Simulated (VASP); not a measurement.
The system is TiSi2.

```
Ti Si
1.0
     1.76511   -6.75928    0.00000
     1.76511    6.75928    0.00000
     0.00000    0.00000    3.56517
Ti Si
2 4
Cartesian
  1.7651 5.3653 0.8913
  1.7651 -5.3653 2.6739
  1.7651 -3.3839 0.8913
  1.7651 3.3839 2.6739
  1.7651 0.7875 0.8913
  1.7651 -0.7875 2.6739
```

Base run:

| Item | Value |
| --- | --- |
| Program | VASP 6.6.1 |
| Functional | PBEsol |
| Potentials or basis | VASP PAW PBE potentials, release 64 (Ti_sv, Si) |
| Cutoff | 520 eV |
| k mesh | 8 × 8 × 8 |
| Occupations | fermi-dirac, width 0.05 eV |
| Spin | no spin polarisation |
| Hubbard terms | Ti d U = 2.0 eV |

Its results: band gap on the k mesh zero (band 20 reaches 11.05 eV, above the bottom of band 21 at 10.07 eV); pressure 0.4 GPa; largest force 0.199 eV/Å.

Problem. The run is repeated on the same cell with these changes: hubbard terms from Ti d U = 2.0 eV to Ti d U = 8.0 eV. What comes out?

Solution. Band gap on the k mesh zero (band 20 reaches 11.30 eV, above the bottom of band 21 at 10.60 eV); pressure 8.3 GPa; largest force 0.233 eV/Å.

Caveats: the PAW data sets were made with another functional, which shifts forces and pressure a little; U without spin polarisation on a metal has little footing; the U is typed as a test and isn't derived for this compound.
